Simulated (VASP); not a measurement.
# In3As (P4mm) in VASP: a series of runs

Runs on In3As. Level: PBE+D3(BJ). Tasks: single point.

Everything below comes from runs of VASP 6.6.1. Logs are shortened: lines on timing, memory, paths and dates and some standing lists are left out, and cuts for length are marked.

**1. The cell of the first run**

It takes space group P4mm (No. 99, tetragonal). Conventional cell: a = 4.602 Å, b = 4.602 Å, c = 4.602 Å, α = 90.00°, β = 90.00°, γ = 90.00°. Within 4.1 Å of In (site symmetry 2mm) lie 4 As at 3.15 to 3.36 Å and 8 In at 3.25 Å. Within 4.3 Å of In (site symmetry 4mm) lie 8 In at 3.25 Å and 4 As at 3.26 Å. Within 4.1 Å of As (site symmetry 4mm) lie 12 In at 3.15 to 3.36 Å.

**2. Single point, PBE+D3(BJ) (atom 4 (As) moved -0.150 Å along Cartesian [0 0 1])**

File INCAR:

```
SYSTEM = In3As
PREC = Accurate
ENCUT = 520
EDIFF = 1E-6
ISMEAR = 0
SIGMA = 0.15
LREAL = .FALSE.
LASPH = .TRUE.
NELM = 100
ALGO = Fast
ISIF = 2
LWAVE = .FALSE.
LCHARG = .FALSE.
GGA = PE
IVDW = 12
NBANDS = 30
```

File KPOINTS:

```
Automatic mesh
0
G
  10 10 10
  0 0 0
```

File POSCAR:

```
In3As
1.0
    4.6021353856      0.0000000000      0.0000000000
    0.0000000000      4.6021353856      0.0000000000
    0.0000000000      0.0000000000      4.6021353856
In As
3 1
Direct
    0.0000000000      0.5000000000      0.5000000000
    0.5000000000      0.0000000000      0.5000000000
    0.5000000000      0.5000000000      0.0000000000
    0.0000000000      0.0000000000     -0.0325935653
```

Potentials or basis: VASP PAW PBE potentials, release 64 (In_d, As).

The run is started by

```console
$ cat potpaw_PBE.64/In_d/POTCAR potpaw_PBE.64/As/POTCAR > POTCAR
$ mpirun -np 1 vasp_std > vasp.out
```

OUTCAR:

```text
SYSTEM = In3As
   PREC = Accurate
   ENCUT = 520
   EDIFF = 1E-6
   ISMEAR = 0
   LREAL = .FALSE.
   LASPH = .TRUE.
   NELM = 100
   ISIF = 2
   GGA = PE
   IVDW = 12
 IVDW          = 12

 ion  position               nearest neighbor table
   1  0.000  0.500  0.500-   4 3.15   4 3.15   2 3.25   3 3.25   2 3.25   3 3.25   2 3.25   3 3.25
                             3 3.25   2 3.25   4 3.36   4 3.36
   2  0.500  0.000  0.500-   4 3.15   4 3.15   1 3.25   3 3.25   1 3.25   3 3.25   3 3.25   1 3.25
                             3 3.25   1 3.25   4 3.36   4 3.36
   3  0.500  0.500  0.000-   1 3.25   2 3.25   1 3.25   2 3.25   2 3.25   2 3.25   1 3.25   1 3.25
                             4 3.26   4 3.26   4 3.26   4 3.26
   4  0.000  0.000  0.967-   1 3.15   2 3.15   1 3.15   2 3.15   3 3.26   3 3.26   3 3.26   3 3.26
                             2 3.36   1 3.36   2 3.36   1 3.36

  LATTYP: Found a simple cubic cell.
 ALAT       =     4.6021353856

  Lattice vectors:

 A1 = (   4.6021353856,   0.0000000000,   0.0000000000)
 A2 = (   0.0000000000,   4.6021353856,   0.0000000000)
 A3 = (   0.0000000000,   0.0000000000,   4.6021353856)

Analysis of symmetry for initial positions (statically):
=====================================================================
 Subroutine PRICEL returns:
 Original cell was already a primitive cell.

 Routine SETGRP: Setting up the symmetry group for a
 simple cubic supercell.

 Subroutine GETGRP returns: Found  8 space group operations
 (whereof  8 operations were pure point group operations)
 out of a pool of 48 trial point group operations.

The static configuration has the point symmetry C_4v.

Analysis of symmetry for dynamics (positions and initial velocities):
=====================================================================
 Subroutine PRICEL returns:
 Original cell was already a primitive cell.

 Routine SETGRP: Setting up the symmetry group for a
 simple cubic supercell.

 Subroutine GETGRP returns: Found  8 space group operations
 (whereof  8 operations were pure point group operations)
 out of a pool of 48 trial point group operations.

The dynamic configuration has the point symmetry C_4v.

 Subroutine INISYM returns: Found  8 space group operations
 (whereof  8 operations are pure point group operations),
 and found     1 'primitive' translations

----------------------------------------------------------------------------------------

                                     Primitive cell

  volume of cell :      97.4716

  direct lattice vectors                    reciprocal lattice vectors
     4.602135386  0.000000000  0.000000000     0.217290435  0.000000000  0.000000000
     0.000000000  4.602135386  0.000000000     0.000000000  0.217290435  0.000000000
     0.000000000  0.000000000  4.602135386     0.000000000  0.000000000  0.217290435

  length of vectors
     4.602135386  4.602135386  4.602135386     0.217290435  0.217290435  0.217290435

  position of ions in fractional coordinates (direct lattice)
     0.000000000  0.500000000  0.500000000
     0.500000000  0.000000000  0.500000000
     0.500000000  0.500000000  0.000000000
     0.000000000  0.000000000  0.967406435

  ion indices of the primitive-cell ions
   primitive index   ion index
                 1           1
                 2           2
                 3           3
                 4           4

----------------------------------------------------------------------------------------

 KPOINTS: Automatic mesh

Automatic generation of k-mesh.
 Grid dimensions read from file:
 generate k-points for:   10   10   10

 Generating k-lattice:

  Cartesian coordinates                     Fractional coordinates (reciprocal lattice)
     0.021729044  0.000000000  0.000000000     0.100000000  0.000000000  0.000000000
     0.000000000  0.021729044  0.000000000     0.000000000  0.100000000  0.000000000
     0.000000000  0.000000000  0.021729044     0.000000000  0.000000000  0.100000000

  Length of vectors
     0.021729044  0.021729044  0.021729044

  Shift w.r.t. Gamma in fractional coordinates (k-lattice)
     0.000000000  0.000000000  0.000000000

 Subroutine IBZKPT returns following result:
 ===========================================

 Found    126 irreducible k-points:

 Following reciprocal coordinates:
            Coordinates               Weight
  0.000000  0.000000  0.000000      1.000000
  0.100000  0.000000  0.000000      4.000000
  0.000000  0.000000  0.100000      2.000000
  0.200000  0.000000  0.000000      4.000000
  0.000000  0.000000  0.200000      2.000000
  0.300000  0.000000  0.000000      4.000000
[... 16 lines left out ...]
  0.500000  0.100000  0.000000      4.000000
  0.000000  0.500000  0.100000      4.000000
 [... further k-points ...]
   k-points           NKPTS =    126   k-points in BZ     NKDIM =    126   number of bands    NBANDS=     30
   number of dos      NEDOS =    301   number of ions     NIONS =      4
   total plane-waves  NPLWV =  46656
   dimension x,y,z NGX =    36 NGY =   36 NGZ =   36
   dimension x,y,z NGXF=    72 NGYF=   72 NGZF=   72
   ions per type =               3   1
   NGX,Y,Z   is equivalent  to a cutoff of  13.00, 13.00, 13.00 a.u.
   NGXF,Y,Z  is equivalent  to a cutoff of  26.01, 26.01, 26.01 a.u.
 SYSTEM =  In3As
   PREC   = accura    normal or accurate (medium, high low for compatibility)
   ISTART =      0    job   : 0-new  1-cont  2-samecut
   ICHARG =      2    charge: 1-file 2-atom 10-const
   ISPIN  =      1    spin polarized calculation?
   LNONCOLLINEAR =      F non collinear calculations
   LSORBIT =      F    spin-orbit coupling
   LASPH  =      T    aspherical Exc in radial PAW
   ENCUT  =  520.0 eV  38.22 Ry    6.18 a.u.   8.56  8.56  8.56*2*pi/ulx,y,z
   NELM   =    100;   NELMIN=  2; NELMDL= -5     # of ELM steps
   EDIFF  = 0.1E-05   stopping-criterion for ELM
   LREAL  =      F    real-space projection
   EDIFFG = 0.1E-04   stopping-criterion for IOM
   NSW    =      0    number of steps for IOM
   IBRION =     -1    ionic relax: 0-MD 1-quasi-New 2-CG
   NFREE  =      0    steps in history (QN), initial steepest desc. (CG)
   ISIF   =      2    stress and relaxation
   ISYM   =      2    0-nonsym 1-usesym 2-fastsym
   POTIM  = 0.5000    time-step for ionic-motion
   TEBEG  =    0.0;   TEEND  =   0.0 temperature during run
   PSTRESS=    0.0 pullay stress
   NELECT =      44.0000    total number of electrons
   NUPDOWN=      -1.0000    fix difference up-down
   EMIN   =  10.00;   EMAX   =-10.00  energy-range for DOS
   EFERMI =   0.00;   METHOD = LEGACY
   ISMEAR =     0;   SIGMA  =   0.15  broadening in eV -4-tet -1-fermi 0-gaus
   EFERMI_NEDOS =   21; number of points for ismear=-14 and -15
   IALGO  =     68    algorithm
   IMIX   =      4    mixing-type and parameters
     AMIX     =   0.40;   BMIX     =  1.00
     AMIX_MAG =   1.60;   BMIX_MAG =  1.00
  volume/ion in A,a.u.               =      24.37       164.44
  Fermi-wavevector in a.u.,A,eV,Ry     =   1.255836  2.373186 21.458083  1.577125
  Thomas-Fermi vector in A             =   2.389574
   LORBIT       =      0    0 simple, 1 ext, 2 COOP (PROOUT), +10 PAW based schemes
   GGA     = PE    functional components
   LHFCALC =     F    Hartree Fock is set to
   AEXX    =    0.0000 exact exchange contribution
   IVDW    =    12    specifies the selected vdW correction
   LEPSILON=     F    determine dielectric tensor
   LRPA    =     F    only Hartree local field effects (RPA)
 non-spin polarized calculation
 RMM-DIIS sequential band-by-band and
 Gauss-broadening in eV      SIGMA  =   0.15
  energy-cutoff  :      520.00
  volume of cell :       97.47
 maximum number of plane-waves:      2642
 NGX is ok and might be reduce to    36
   NGX = 17   NGY = 17   NGZ = 17

 number of electron      43.9999962 magnetization

 Free energy of the ion-electron system (eV)
  ---------------------------------------------------
  ext. energy  EPLUGINS =         0.00000000
  ---------------------------------------------------
  free energy    TOTEN  =       -12.01470589 eV

  energy without entropy =      -11.98785701  energy(sigma->0) =      -12.00128145

 E-fermi :   7.1581     XC(G=0): -10.3512

 val. band max:        7.1513347486   @ k =   0.5000   0.3000   0.0000
 cond. band min:       7.1600404605   @ k =   0.0000   0.5000   0.3000
 fundamental gap:      0.0087057119
 Fermi energy:         7.1580536118

 k-point     1 :       0.0000    0.0000    0.0000
  band No.  band energies     occupation
      1      -7.6341      2.00000
      2      -7.6143      2.00000
      3      -7.6143      2.00000
      4      -7.6140      2.00000
      5      -7.4310      2.00000
      6      -7.4289      2.00000
[... 22 lines left out ...]
     29      13.2697      0.00000
     30      14.5141      0.00000

 k-point     2 :       0.1000    0.0000    0.0000
  band No.  band energies     occupation
      1      -7.6229      2.00000
      2      -7.6120      2.00000
      3      -7.6020      2.00000
      4      -7.6017      2.00000
      5      -7.4288      2.00000
      6      -7.4206      2.00000
[... 22 lines left out ...]
     29      13.5833      0.00000
     30      14.5333      0.00000

 k-point     3 :       0.0000    0.0000    0.1000
  band No.  band energies     occupation
      1      -7.6229      2.00000
      2      -7.6116      2.00000
      3      -7.6020      2.00000
      4      -7.6020      2.00000
      5      -7.4272      2.00000
      6      -7.4224      2.00000
[... 22 lines left out ...]
     29      13.5870      0.00000
     30      14.5389      0.00000

 k-point     4 :       0.2000    0.0000    0.0000
  band No.  band energies     occupation
      1      -7.6057      2.00000
      2      -7.5910      2.00000
      3      -7.5661      2.00000
      4      -7.5658      2.00000
      5      -7.4239      2.00000
      6      -7.3961      2.00000
[... 616 lines left out ...]
     29      13.1173      0.00000
     30      13.5265      0.00000

 k-point    23 :       0.5000    0.1000    0.0000
  band No.  band energies     occupation
      1      -7.5771      2.00000
      2      -7.4701      2.00000
      3      -7.3952      2.00000
      4      -7.3943      2.00000
      5      -7.3818      2.00000
      6      -7.3226      2.00000
[... 22 lines left out ...]
     29      13.1381      0.00000
     30      13.3536      0.00000

 k-point    24 :       0.0000    0.5000    0.1000
  band No.  band energies     occupation
      1      -7.5771      2.00000
      2      -7.4702      2.00000
      3      -7.3963      2.00000
      4      -7.3945      2.00000
      5      -7.3806      2.00000
      6      -7.3214      2.00000
[... 22 lines left out ...]
     29      13.1388      0.00000
     30      13.3578      0.00000

 [... further k-points ...]

------------------------ aborting loop because EDIFF is reached ----------------------------------------

 Edisp (eV)   -1.45955

 E8    (eV) :    -0.7004

  FORCE on cell =-STRESS in cart. coord.  units (eV):
  Direction    XX          YY          ZZ          XY          YZ          ZX
  --------------------------------------------------------------------------------------
  -------------------------------------------------------------------------------------
  Total       0.05896     0.05896     0.08582     0.00000    -0.00000     0.00000
  in kB       0.96913     0.96913     1.41068     0.00000    -0.00000     0.00000
  external pressure =        1.12 kB  Pullay stress =        0.00 kB

 VOLUME and BASIS-vectors are now :
 -----------------------------------------------------------------------------
  energy-cutoff  :      520.00
  volume of cell :       97.47
      direct lattice vectors                 reciprocal lattice vectors
     4.602135386  0.000000000  0.000000000     0.217290435  0.000000000  0.000000000
     0.000000000  4.602135386  0.000000000     0.000000000  0.217290435  0.000000000
     0.000000000  0.000000000  4.602135386     0.000000000  0.000000000  0.217290435

 POSITION                                       TOTAL-FORCE (eV/Angst)
 -----------------------------------------------------------------------------------
      0.00000      2.30107      2.30107         0.000000      0.000000     -0.054370
      2.30107      0.00000      2.30107        -0.000000      0.000000     -0.054370
      2.30107      2.30107      0.00000        -0.000000     -0.000000      0.161774
      0.00000      0.00000      4.45214        -0.000000      0.000000     -0.053034
 -----------------------------------------------------------------------------------
    total drift:                                0.000000      0.000000     -0.000048

  FREE ENERGIE OF THE ION-ELECTRON SYSTEM (eV)
  ---------------------------------------------------
  free  energy   TOTEN  =       -13.4742562822 eV

  energy  without entropy=      -13.4474074012  energy(sigma->0) =      -13.46083184
```

Wall time 13 min (1 thread of Intel Xeon 8259CL, shared host); peak memory 0.43 GiB.

Results:

```yaml
Free_energy: -13.4743 eV
Pressure: 0.1 GPa
Largest_force: 0.162 eV/Å
Band_gap_on_the_k_mesh: zero (bands 22 and 23 overlap by 4.10 eV)
Dispersion_energy_per_atom: -0.365 eV
```

Forces on the atoms (eV/Å):
```
In   0.000  0.000 -0.054
In   0.000  0.000 -0.054
In   0.000  0.000  0.162
As   0.000  0.000 -0.053
```

Levels at points of the mesh, in eV from the Fermi level:
```
           k point  band 19  band 20  band 21  band 22  band 23  band 24  band 25  band 26
(0.00, 0.00, 0.00)    -3.08    -3.06    -1.84    -1.81     2.12     2.13     2.13     4.63
(0.50, 0.00, 0.00)    -1.74    -1.71    -1.08    -0.35    -0.13     0.22     1.39     4.86
(0.00, 0.00, 0.50)    -1.76    -1.76    -1.08    -0.08    -0.08    -0.04     1.40     4.81
(0.50, 0.50, 0.00)    -6.01    -1.02    -0.21     0.50     0.50     1.85     1.95     1.95
(0.00, 0.50, 0.50)    -5.92    -0.90    -0.45     0.50     0.52     1.87     1.91     1.97
(0.50, 0.50, 0.50)    -4.26    -4.19    -4.00    -4.00    -3.57     4.90     4.90     4.93
```

Caveat: the cell differs from its parent crystal (atom 4 (As) moved -0.150 Å along Cartesian [0 0 1]); spin-orbit coupling is left out, which moves the levels of the heavy elements.

**3. Single point, PBE+D3(BJ) (atom 4 (As) moved +0.375 Å along Cartesian [0 0 1])**

File INCAR:

```
  PREC = Accurate
  ENCUT = 520
  EDIFF = 1E-7
  ISMEAR = 0
  SIGMA = 0.15
  LREAL = False
  LASPH = True
  NELM = 80
  ALGO = Fast
  ISIF = 2
  LWAVE = False
  LCHARG = False
  GGA = PE
  IVDW = 12
  NBANDS = 30
```

File KPOINTS:

```
Automatic mesh
0
Gamma
  10 10 10
```

Edit POSCAR of step 2 so:

```diff
@@ -11,2 +11,2 @@
     0.5000000000      0.5000000000      0.0000000000
-    0.0000000000      0.0000000000     -0.0325935653
+    0.0000000000      0.0000000000      0.0814839131
```

Potentials or basis: VASP PAW PBE potentials, release 64 (In_d, As).

The run is started by

```console
$ cat potpaw_PBE.64/In_d/POTCAR potpaw_PBE.64/As/POTCAR > POTCAR
$ mpirun -np 1 vasp_std > vasp.out
```

Wall time 11 min (1 thread of Intel Xeon 8259CL, shared host); peak memory 0.44 GiB.

It converged, with:

| Item | Value |
| --- | --- |
| Free energy | -13.4780 eV |
| Pressure | 0.7 GPa |
| Largest force | 0.369 eV/Å |
| Band gap on the k mesh | zero (bands 22 and 23 overlap by 4.13 eV) |
| Dispersion energy per atom | -0.365 eV |

Forces on the atoms (eV/Å):
```
In   0.000  0.000  0.223
In   0.000  0.000  0.223
In   0.000  0.000 -0.369
As   0.000  0.000 -0.077
```

Stress tensor (GPa, compression positive):
```
0.65 0.00 0.00
0.00 0.65 0.00
0.00 0.00 0.82
```

Levels at points of the mesh, in eV from the Fermi level:
| k point | band 20 | band 21 | band 22 | band 23 | band 24 | band 25 |
| --- | --- | --- | --- | --- | --- | --- |
| (0.00, 0.00, 0.00) | -3.07 | -1.89 | -1.73 | 2.17 | 2.17 | 2.17 |
| (0.50, 0.00, 0.00) | -1.70 | -1.21 | -0.64 | -0.14 | 0.66 | 1.35 |
| (0.00, 0.00, 0.50) | -1.98 | -1.16 | -0.09 | 0.10 | 0.10 | 1.44 |
| (0.50, 0.50, 0.00) | -1.40 | 0.37 | 0.46 | 0.46 | 1.85 | 2.08 |
| (0.00, 0.50, 0.50) | -1.14 | -0.56 | 0.43 | 0.57 | 1.84 | 1.93 |
| (0.50, 0.50, 0.50) | -4.11 | -3.67 | -3.67 | -3.59 | 4.93 | 4.93 |

Caveat: the cell differs from its parent crystal (atom 4 (As) moved +0.375 Å along Cartesian [0 0 1]); spin-orbit coupling is left out, which moves the levels of the heavy elements.

The gap in the log of VASP goes by the Fermi energy; the results here count the filled bands.